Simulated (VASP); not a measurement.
Input of a VASP 6.6.1 run:

File INCAR:

```
SYSTEM = CdS
ALGO = Normal ; EDIFF = 1E-6
ENCUT = 520 ; GGA = PS
ISIF = 2 ; ISMEAR = -1
LASPH = .TRUE. ; LCHARG = .TRUE.
LELF = .TRUE. ; LREAL = .FALSE.
LVHAR = .TRUE. ; LWAVE = .FALSE.
NBANDS = 16 ; NELM = 80
PREC = Accurate ; SIGMA = 0.02
```

File KPOINTS:

```
k-points
0
G
  7 7 7
  0 0 0
```

The input POSCAR:

```
CdS
1.0
    0.0000000000      2.9429534649      2.9723829996
    2.9429534649      0.0000000000      2.9723829996
    2.9429534649      2.9429534649      0.0000000000
Cd S
1 1
Direct
    0.0000000000      0.0000000000      0.0000000000
    0.7500000000      0.7500000000      0.7500000000
```

Potentials or basis: VASP PAW PBE potentials, release 64 (Cd, S).

The run is started by

```sh
$ cat potpaw_PBE.64/Cd/POTCAR potpaw_PBE.64/S/POTCAR > POTCAR
$ mpirun -np 1 vasp_std > vasp.out
```

Task: Estimate the pressure.

Result: -2.0 GPa.

Task: Estimate the band gap on the k mesh.

Result: 0.92 eV, direct.

Stress tensor (GPa, compression positive):
```
-1.91  0.00  0.00
 0.00 -1.91  0.00
 0.00  0.00 -2.13
```

Caveat: the cell differs from its parent crystal (zz strain of +1 %); the PAW data sets were made with another functional, which shifts forces and pressure a little.
